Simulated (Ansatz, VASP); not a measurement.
# Two plane-wave programs on Li27H26F

```
CELL_PARAMETERS angstrom
0.00000 6.02586 6.02586
6.02586 0.00000 6.02586
6.02586 6.02586 0.00000
ATOMIC_POSITIONS crystal
Li 0.00000 0.00000 0.00000
Li 0.00000 0.00000 0.33333
Li 0.00000 0.00000 0.66667
Li 0.00000 0.33333 0.00000
Li 0.00000 0.33333 0.33333
Li 0.00000 0.33333 0.66667
Li 0.00000 0.66667 0.00000
Li 0.00000 0.66667 0.33333
Li 0.00000 0.66667 0.66667
Li 0.33333 0.00000 0.00000
Li 0.33333 0.00000 0.33333
Li 0.33333 0.00000 0.66667
Li 0.33333 0.33333 0.00000
Li 0.33333 0.33333 0.33333
Li 0.33333 0.33333 0.66667
Li 0.33333 0.66667 0.00000
Li 0.33333 0.66667 0.33333
Li 0.33333 0.66667 0.66667
Li 0.66667 0.00000 0.00000
Li 0.66667 0.00000 0.33333
Li 0.66667 0.00000 0.66667
Li 0.66667 0.33333 0.00000
Li 0.66667 0.33333 0.33333
Li 0.66667 0.33333 0.66667
Li 0.66667 0.66667 0.00000
Li 0.66667 0.66667 0.33333
Li 0.66667 0.66667 0.66667
F 0.16667 0.16667 0.16667
H 0.16667 0.16667 0.50000
H 0.16667 0.16667 0.83333
H 0.16667 0.50000 0.16667
H 0.16667 0.50000 0.50000
H 0.16667 0.50000 0.83333
H 0.16667 0.83333 0.16667
H 0.16667 0.83333 0.50000
H 0.16667 0.83333 0.83333
H 0.50000 0.16667 0.16667
H 0.50000 0.16667 0.50000
H 0.50000 0.16667 0.83333
H 0.50000 0.50000 0.16667
H 0.50000 0.50000 0.50000
H 0.50000 0.50000 0.83333
H 0.50000 0.83333 0.16667
H 0.50000 0.83333 0.50000
H 0.50000 0.83333 0.83333
H 0.83333 0.16667 0.16667
H 0.83333 0.16667 0.50000
H 0.83333 0.16667 0.83333
H 0.83333 0.50000 0.16667
H 0.83333 0.50000 0.50000
H 0.83333 0.50000 0.83333
H 0.83333 0.83333 0.16667
H 0.83333 0.83333 0.50000
H 0.83333 0.83333 0.83333
```

Alike in both runs: task electric field gradients; functional PBE; k mesh 3 × 3 × 3; occupations fermi-dirac, width 0.01 eV; no spin polarisation.

|  | VASP | Ansatz |
| --- | --- | --- |
| version | VASP 6.6.1 | Ansatz 0.2.0 |
| potentials or method | VASP PAW PBE potentials, release 64 (Li_sv, F, H) | plane-wave PAW, scalar-relativistic |
| plane-wave cutoff (eV) | 520 | 420 |
| valence electrons in the cell | 114 | 114 |

|  | VASP | Ansatz | Ansatz less VASP |
| --- | --- | --- | --- |
| gap on the k mesh at the Fermi level (eV) | 3.50 | 3.51 | +0.005 |
| rms of the force components (eV/Å) | 0.011 | 0.011 | +0.0001 |
| size of Vzz on the site where it differs most (V/Å²) | 0.1 | 0.1 | -0.02 |

Atom by atom the forces differ by 0.001 eV/Å (rms over components).

Noted on VASP's run: the cutoff is under 1.25 times that of the potentials, so the pressure is a little rough.
